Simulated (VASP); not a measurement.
# Li2Pt (P6/mmm) in VASP: further runs, part 2 of 4

VASP 6.6.1.

## (3) Electric field gradients, LDA (volume scaled by 0.94)

Input file INCAR:

```
ALGO     = Normal         # electronic algorithm
EDIFF    = 1E-8           # SCF threshold, eV
ENCUT    = 520            # plane-wave cutoff, eV
GGA      = CA             # functional
ISIF     = 2              # what is computed and relaxed
ISMEAR   = -1             # smearing method
LASPH    = True           # aspherical terms in the spheres
LCHARG   = False          # write CHGCAR
LEFG     = True         
LREAL    = False          # projectors in reciprocal space
LWAVE    = False          # write WAVECAR
NBANDS   = 15             # bands
NELM     = 60             # most SCF steps
PREC     = Accurate       # precision mode
SIGMA    = 0.03           # smearing width, eV
```

Input file KPOINTS:

```
k-points
0
Gamma
  9 9 12
```

Input file POSCAR:

```
Li2Pt
1.0
    4.1005464584      0.0000000000      0.0000000000
   -2.0502732292      3.5511774024      0.0000000000
    0.0000000000      0.0000000000      2.6066786353
Li Pt
2 1
Direct
    0.3333333333      0.6666666667      0.5000000000
    0.6666666667      0.3333333333      0.5000000000
    0.0000000000      0.0000000000      0.0000000000
```

Potentials or basis: VASP PAW LDA potentials, release 64 (Li_sv, Pt).

Started as:

```bash
cat potpaw_LDA.64/Li_sv/POTCAR potpaw_LDA.64/Pt/POTCAR > POTCAR
mpirun -np 1 vasp_std > vasp.out
```

OUTCAR:

```text
EDIFF = 1E-8
   ENCUT = 520
   GGA = CA
   ISIF = 2
   ISMEAR = -1
   LASPH = True
   LREAL = False
   NELM = 60
   PREC = Accurate

 ion  position               nearest neighbor table
   1  0.333  0.667  0.500-   2 2.37   2 2.37   2 2.37   3 2.70   3 2.70   3 2.70   3 2.70   3 2.70
                             3 2.70
   2  0.667  0.333  0.500-   1 2.37   1 2.37   1 2.37   3 2.70   3 2.70   3 2.70   3 2.70   3 2.70
                             3 2.70
   3  0.000  0.000  0.000-   1 2.70   2 2.70   1 2.70   2 2.70   2 2.70   2 2.70   1 2.70   1 2.70
                             2 2.70   2 2.70   1 2.70   1 2.70

  LATTYP: Found a hexagonal cell.
 ALAT       =     4.1005464584
 C/A-ratio  =     0.6356905505

  Lattice vectors:

 A1 = (   4.1005464584,   0.0000000000,   0.0000000000)
 A2 = (  -2.0502732292,   3.5511774024,   0.0000000000)
 A3 = (   0.0000000000,   0.0000000000,   2.6066786353)

Analysis of symmetry for initial positions (statically):
=====================================================================
 Subroutine PRICEL returns:
 Original cell was already a primitive cell.

 Routine SETGRP: Setting up the symmetry group for a
 hexagonal supercell.

 Subroutine GETGRP returns: Found 24 space group operations
 (whereof 24 operations were pure point group operations)
 out of a pool of 24 trial point group operations.

The static configuration has the point symmetry D_6h.

Analysis of symmetry for dynamics (positions and initial velocities):
=====================================================================
 Subroutine PRICEL returns:
 Original cell was already a primitive cell.

 Routine SETGRP: Setting up the symmetry group for a
 hexagonal supercell.

 Subroutine GETGRP returns: Found 24 space group operations
 (whereof 24 operations were pure point group operations)
 out of a pool of 24 trial point group operations.

The dynamic configuration has the point symmetry D_6h.

 Subroutine INISYM returns: Found 24 space group operations
 (whereof 24 operations are pure point group operations),
 and found     1 'primitive' translations

----------------------------------------------------------------------------------------

                                     Primitive cell

  volume of cell :      37.9578

  direct lattice vectors                    reciprocal lattice vectors
     4.100546458  0.000000000  0.000000000     0.243869935  0.140798373  0.000000000
    -2.050273229  3.551177402  0.000000000     0.000000000  0.281596746  0.000000000
     0.000000000  0.000000000  2.606678635     0.000000000  0.000000000  0.383629952

  length of vectors
     4.100546458  4.100546458  2.606678635     0.281596746  0.281596746  0.383629952

  position of ions in fractional coordinates (direct lattice)
     0.333333333  0.666666667  0.500000000
     0.666666667  0.333333333  0.500000000
     0.000000000  0.000000000  0.000000000

  ion indices of the primitive-cell ions
   primitive index   ion index
                 1           1
                 2           2
[... 89 lines left out ...]
   EFERMI_NEDOS =   21; number of points for ismear=-14 and -15
   IALGO  =     38    algorithm
   IMIX   =      4    mixing-type and parameters
     AMIX     =   0.40;   BMIX     =  1.00
     AMIX_MAG =   1.60;   BMIX_MAG =  1.00
  volume/ion in A,a.u.               =      12.65        85.38
  Fermi-wavevector in a.u.,A,eV,Ry     =   1.227480  2.319600 20.499983  1.506706
  Thomas-Fermi vector in A             =   2.362441
   LORBIT       =      0    0 simple, 1 ext, 2 COOP (PROOUT), +10 PAW based schemes
   GGA     = CA    functional components
   LHFCALC =     F    Hartree Fock is set to
   AEXX    =    0.0000 exact exchange contribution
   IVDW    =     0    specifies the selected vdW correction
   LEPSILON=     F    determine dielectric tensor
   LRPA    =     F    only Hartree local field effects (RPA)
 non-spin polarized calculation
  energy-cutoff  :      520.00
  volume of cell :       37.96
 maximum number of plane-waves:      1054
   NGX = 15   NGY = 15   NGZ =  9

 number of electron      15.9999996 magnetization

 Free energy of the ion-electron system (eV)
  ---------------------------------------------------
  ext. energy  EPLUGINS =         0.00000000
  ---------------------------------------------------
  free energy    TOTEN  =       -13.17231570 eV

  energy without entropy =      -13.16786891  energy(sigma->0) =      -13.17009230

 E-fermi :   5.6716     XC(G=0): -10.7329

 val. band max:        5.6486997195   @ k =   0.3333  -0.0000   0.4167
 cond. band min:       5.6953599426   @ k =   0.2222   0.2222   0.4167
 fundamental gap:      0.0466602231
 Fermi energy:         5.6715622419

 k-point     1 :       0.0000    0.0000    0.0000
  band No.  band energies     occupation
      1     -39.0205      2.00000
      2     -38.8762      2.00000
      3      -1.2618      2.00000
      4       0.9429      2.00000
      5       2.0914      2.00000
      6       2.0914      2.00000
      7       5.0285      2.00000
      8       5.0285      2.00000
      9       9.5810      0.00000
     10       9.5810      0.00000
     11      12.3132      0.00000
     12      12.3132      0.00000
     13      15.1340      0.00000
     14      16.4843      0.00000
[... 401 lines left out ...]
      2     -38.9451      2.00000
      3      -0.3054      2.00000
      4       2.5084      2.00000
      5       2.5177      2.00000
      6       2.5177      2.00000
      7       4.1806      2.00000
      8       4.1806      2.00000
      9       5.7011      0.54443
     10       5.7011      0.54443
     11      14.3094      0.00000
     12      17.1331      0.00000
     13      17.1331      0.00000
     14      20.8866      0.00000
     15      20.8874      0.00000

 [... further k-points ...]
[... 5 lines left out ...]
  --------------------------------------------------------------------------------------
  -------------------------------------------------------------------------------------
  Total       -0.0760066     -0.0760066      0.4773708      0.0000000     -0.0000000      0.0000000
  in kB       -3.2081920     -3.2081920     20.1495257      0.0000000     -0.0000000      0.0000000
  external PRESSURE =       4.5777139 kB  Pullay stress =       0.0000000 kB

 VOLUME and BASIS-vectors are now :
 -----------------------------------------------------------------------------
  energy-cutoff  :      520.00
  volume of cell :       37.96
      direct lattice vectors                 reciprocal lattice vectors
     4.100546458  0.000000000  0.000000000     0.243869935  0.140798373  0.000000000
    -2.050273229  3.551177402  0.000000000     0.000000000  0.281596746  0.000000000
     0.000000000  0.000000000  2.606678635     0.000000000  0.000000000  0.383629952

 POSITION                                       TOTAL-FORCE (eV/Angst)
 -----------------------------------------------------------------------------------
     -0.00000      2.36745      1.30334         0.000000      0.000000      0.000000
      2.05027      1.18373      1.30334        -0.000000      0.000000     -0.000000
      0.00000      0.00000      0.00000        -0.000000      0.000000      0.000000
 -----------------------------------------------------------------------------------
    total drift:                                0.000000      0.000000      0.000000

  FREE ENERGIE OF THE ION-ELECTRON SYSTEM (eV)
  ---------------------------------------------------
  free  energy   TOTEN  =       -13.1723156993 eV

  energy  without entropy=      -13.1678689052  energy(sigma->0) =      -13.17009230

 Electric field gradients (V/A^2)
---------------------------------------------------------------------
 ion       V_xx      V_yy      V_zz      V_xy      V_xz      V_yz
---------------------------------------------------------------------
   1      -0.129    -0.136     0.265    -0.006     0.000     0.000
   2      -0.129    -0.136     0.265    -0.006     0.000     0.000
   3     176.014   176.014  -352.028     0.001     0.000     0.000
---------------------------------------------------------------------

 Electric field gradients after diagonalization (V/A^2)
 (convention: |V_zz| > |V_xx| > |V_yy|)
----------------------------------------------------------------------
 ion       V_xx      V_yy      V_zz     asymmetry (V_yy - V_xx)/ V_zz
----------------------------------------------------------------------
   1      -0.140    -0.125     0.265       0.056
   2      -0.140    -0.125     0.265       0.056
   3     176.015   176.014  -352.028       0.000
----------------------------------------------------------------------

           NMR quadrupolar parameters

 Cq : quadrupolar parameter    Cq=e*Q*V_zz/h
 eta: asymmetry parameters     (V_yy - V_xx)/ V_zz
 Q  : nuclear electric quadrupole moment in mb (millibarn)
----------------------------------------------------------------------
 ion       Cq(MHz)       eta       Q (mb)
----------------------------------------------------------------------
   1       0.001       0.056       1.000
   2       0.001       0.056       1.000
   3      -0.851       0.000       1.000
----------------------------------------------------------------------
```

It took 18 s on 1 thread of Intel Xeon 6975P-C (Granite Rapids), shared host; peak memory 0.16 GiB.

What came out:

```
Free energy            : -13.1723 eV
Band gap on the k mesh : zero (band 8 reaches 6.79 eV, above the bottom of band 9 at 4.96 eV)
```

Electric field gradients, principal values (V/Å²):
| atom | least | middle | greatest (by size) |
| --- | --- | --- | --- |
| 1 Li | -0.125 | -0.140 | 0.265 |
| 2 Li | -0.125 | -0.140 | 0.265 |
| 3 Pt | 176.014 | 176.015 | -352.028 |

Caveat: the cutoff is under 1.25 times the usual one of these potentials, so pressure, stress and relaxed cells hold a basis-set (Pulay) error; without QUAD_EFG the Cq values of the log hold for a quadrupole moment of 1 mb, not for the nuclei; spin-orbit coupling is left out, which moves the levels of the heavy elements.

[end of part 2 of 4]
